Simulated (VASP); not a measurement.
Crystal: ZrH2.

```
Zr H
1.0
     0.00000    2.40923    2.40923
     2.40923    0.00000    2.40923
     2.40923    2.40923    0.00000
Zr H
1 2
Direct
  0.00000 0.00000 0.00000
  0.75000 0.75000 0.75000
  0.25000 0.25000 0.25000
```

Base run:

* Program: VASP 6.6.1
* Functional: BLYP
* Potentials or basis: VASP PAW PBE potentials, release 64 (Zr_sv, H)
* Cutoff: 500 eV
* k mesh: 11 × 11 × 11
* Occupations: methfessel-paxton, width 0.15 eV
* Spin: no spin polarisation

Its results: band gap on the k mesh zero (bands 7 and 8 overlap by 0.68 eV); pressure 3.7 GPa.

Problem. The run is repeated on the same cell with these changes: functional from BLYP to PBEsol. What comes out?

Solution. Band gap on the k mesh zero (bands 7 and 8 overlap by 0.69 eV); pressure -4.6 GPa.

PBEsol binds more tightly than BLYP, so the same cell stands under less pressure.

Caveats: the PAW data sets were made with another functional, which shifts forces and pressure a little; the cell stands under pressure (at least some runs); the cell stands under tension (at least some runs).
